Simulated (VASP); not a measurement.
Write the native input for VASP 6.6.1 that does the following.

| Quantity | Value |
| --- | --- |
| Task | single point |
| Functional | PBE |
| Potentials or basis | VASP PAW PBE potentials, release 64 (Na_pv) |
| Cutoff | 520 eV |
| k mesh | 13 × 13 × 12 |
| Occupations | fermi-dirac, width 0.08 eV |
| Spin | no spin polarisation |
| Dipole correction | no |
| Further INCAR settings | ALGO = Normal; EDIFF = 1e-06; NBANDS = 10 |

The structure of Na lies in POSCAR:

```
Na
1.0
    2.6633010907      0.0000000000      0.0000000000
   -1.3316505454      2.3064864025      0.0000000000
    0.0000000000      0.0000000000      2.5035030253
Na
1
Direct
    0.0000000000      0.0000000000      0.0000000000
```

These files were run (other wordings do the same):

INCAR

```
PREC = Accurate
ENCUT = 520
EDIFF = 1E-6
ISMEAR = -1
SIGMA = 0.08
LREAL = False
LASPH = True
NELM = 100
ALGO = Normal
ISIF = 2
LWAVE = False
LCHARG = False
GGA = PE
NBANDS = 10
```

KPOINTS

```
Automatic mesh
0
Gamma
  13 13 12
```

Potentials or basis: VASP PAW PBE potentials, release 64 (Na_pv).

Launch:

```sh
$ cat potpaw_PBE.64/Na_pv/POTCAR > POTCAR
$ mpirun -np 1 vasp_std > vasp.out
```

It gave:

| Quantity | Value |
| --- | --- |
| Pressure | 35.1 GPa |

Run time: 10 s on 1 thread of Intel(R) Xeon(R) Platinum 8375C CPU @ 2.90GHz (Ice Lake), on a shared host, peak memory 0.13 GiB.
